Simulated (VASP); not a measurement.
Wanted: the native input for a VASP 6.6.1 run.

- Task: single point
- Functional: PBE
- Potentials or basis: VASP PAW PBE potentials, release 64 (Ti_sv)
- Cutoff: 520 eV
- k mesh: 15 × 15 × 14
- Occupations: fermi-dirac, width 0.08 eV
- Spin: no spin polarisation
- Dipole correction: no
- Further INCAR settings: ALGO = Normal; EDIFF = 1e-07; NBANDS = 12

The structure of Ti lies in POSCAR:

```
Ti
1.0
    2.5892329179      0.0000000000      0.0000000000
   -1.2946164590      2.2423414832      0.0000000000
    0.0000000000      0.0000000000      2.5607533448
Ti
1
Direct
    0.0000000000      0.0000000000      0.0000000000
```

This cell differs from its parent crystal: volume scaled by 0.84.

One way to write it, as run:

INCAR

```
PREC = Accurate
ENCUT = 520
EDIFF = 1E-7
ISMEAR = -1
SIGMA = 0.08
LREAL = False
LASPH = True
NELM = 60
ALGO = Normal
ISIF = 2
LWAVE = False
LCHARG = False
GGA = PE
NBANDS = 12
```

KPOINTS

```
Automatic mesh
0
Gamma
  15 15 14
```

Potentials or basis: VASP PAW PBE potentials, release 64 (Ti_sv).

Run with:

```console
$ cat potpaw_PBE.64/Ti_sv/POTCAR > POTCAR
$ mpirun -np 1 vasp_std > vasp.out
```

Results of the run:

| Property | Result |
| --- | --- |
| Pressure | 21.7 GPa |
| Band gap on the k mesh | zero (band 6 reaches 10.10 eV, above the bottom of band 7 at 9.50 eV) |

Wall time 16 s on 1 thread of Intel(R) Xeon(R) 6975P-C (Granite Rapids) (shared host), peak memory 0.15 GiB.
